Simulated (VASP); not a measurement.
A run of VASP 6.6.1 is set up as follows.

POSCAR

```
CdS
1.0
    0.0000000000      2.2340604336      2.2340604336
    2.2340604336      0.0000000000      2.2340604336
    2.2340604336      2.2340604336      0.0000000000
Cd S
1 1
Direct
    0.0000000000      0.0000000000      0.0000000000
    0.5000000000      0.5000000000      0.5000000000
```

INCAR.step1

```
PREC = Accurate
ENCUT = 520
ISMEAR = -1
SIGMA = 0.05
LREAL = False
LASPH = True
NELM = 60
NBANDS = 16
GGA = PE
ALGO = Normal
EDIFF = 1E-4
LWAVE = True
LCHARG = False
```

Contents of INCAR.step2:

```
PREC = Accurate
ENCUT = 520
EDIFF = 1E-6
ISMEAR = -1
SIGMA = 0.05
LREAL = False
LASPH = True
NELM = 60
ALGO = Normal
ISIF = 2
LWAVE = False
LCHARG = False
METAGGA = R2SCAN
LMIXTAU = True
NBANDS = 16
ISTART = 1
```

KPOINTS

```
Automatic mesh
0
Gamma
  14 14 14
```

Potentials or basis: VASP PAW PBE potentials, release 64 (Cd, S).

Run with:

```console
$ cat potpaw_PBE.64/Cd/POTCAR potpaw_PBE.64/S/POTCAR > POTCAR
$ cp INCAR.step1 INCAR
$ mpirun -np 1 vasp_std > vasp.out
$ cp INCAR.step2 INCAR
$ mpirun -np 1 vasp_std > vasp.out
```

What does it give for the pressure?

199.0 GPa.

Estimate the band gap on the k mesh.

zero (band 9 reaches 11.84 eV, above the bottom of band 10 at 11.73 eV).

Caveat: the PAW data sets were made with another functional, which shifts forces and pressure a little.
